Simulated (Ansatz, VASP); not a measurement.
## One calculation of SnO2, two programs

INCAR

```
  ALGO = Normal
  EDIFF = 1E-7
  ENCUT = 520
  ISIF = 2
  ISMEAR = 0
  LASPH = True
  LCHARG = True
  LELF = True
  LREAL = False
  LVHAR = True
  LWAVE = False
  NBANDS = 20
  NELM = 60
  PREC = Accurate
  SIGMA = 0.05
```

File KPOINTS:

```
k-points
0
Gamma
  12 12 12
```

The input POSCAR:

```
SnO2
1.0
    1.6039156916      0.8889803100      4.0813809037
   -1.6039156916      0.8889803100      4.0813809037
    0.0000000000     -1.7779606201      4.0813809037
Sn O
1 2
Direct
    0.5000000000      0.5000000000      0.5000000000
    0.2451905456      0.2451905456      0.2451905456
    0.7548094544      0.7548094544      0.7548094544
```

Input for Ansatz:

```yaml
crystal:
  lattice:
    - [1.6039156916, 0.88898031, 4.0813809037]
    - [-1.6039156916, 0.88898031, 4.0813809037]
    - [0.0, -1.7779606201, 4.0813809037]
  atoms:
    - { symbol: Sn, position: [0.5, 0.5, 0.5] }
    - { symbol: O, position: [0.2451905456, 0.2451905456, 0.2451905456] }
    - { symbol: O, position: [0.7548094544, 0.7548094544, 0.7548094544] }
basis:
  ecutwfc: 420
kpoints:
  mp_grid: { grid: [12, 12, 12] }
hamiltonian:
  xc: lda
scf:
  occupations: { method: gaussian, width: 0.05 }
output:
  forces: true
  stress: true
  eigenvalues: true
  write_density: true
  write_potential: true
  elf: true
  volumetric_format: npy
```

Change from the starting cell: strain -0.0400 x Voigt [0, 1, 0, 0, 0, 0], atoms carried along.

Alike in both runs: task single point; functional LDA; k mesh 12 × 12 × 12; occupations gaussian, width 0.05 eV; no spin polarisation.

|  | VASP | Ansatz |
| --- | --- | --- |
| version | VASP 6.6.1 | Ansatz 0.2.0 |
| potentials or method | VASP PAW LDA potentials, release 64 (Sn_d, O), cutoff 520 eV | scalar-relativistic, plane waves, PAW |
| valence electrons in the cell | 26 | 26 |

VASP gave:

```
gap on the k mesh at the Fermi level (eV)                     : 2.01
least direct gap on the mesh (eV)                             : 2.06
pressure (GPa)                                                : 11.8
traceless stress, the component that is largest in VASP (GPa) : 8.53
rms of the force components (eV/Å)                            : 0.270
```

Problem. Estimate Ansatz's values.

Solution. gap on the k mesh at the Fermi level (eV): 2.01; least direct gap on the mesh (eV): 2.05; pressure (GPa): 10.5; traceless stress, the component that is largest in VASP (GPa): 8.05; rms of the force components (eV/Å): 0.234.

LDA's correlation is that of Perdew and Zunger in VASP and of Perdew and Wang (1992) in Ansatz. Atom by atom the forces differ by 0.037 eV/Å (rms over components).
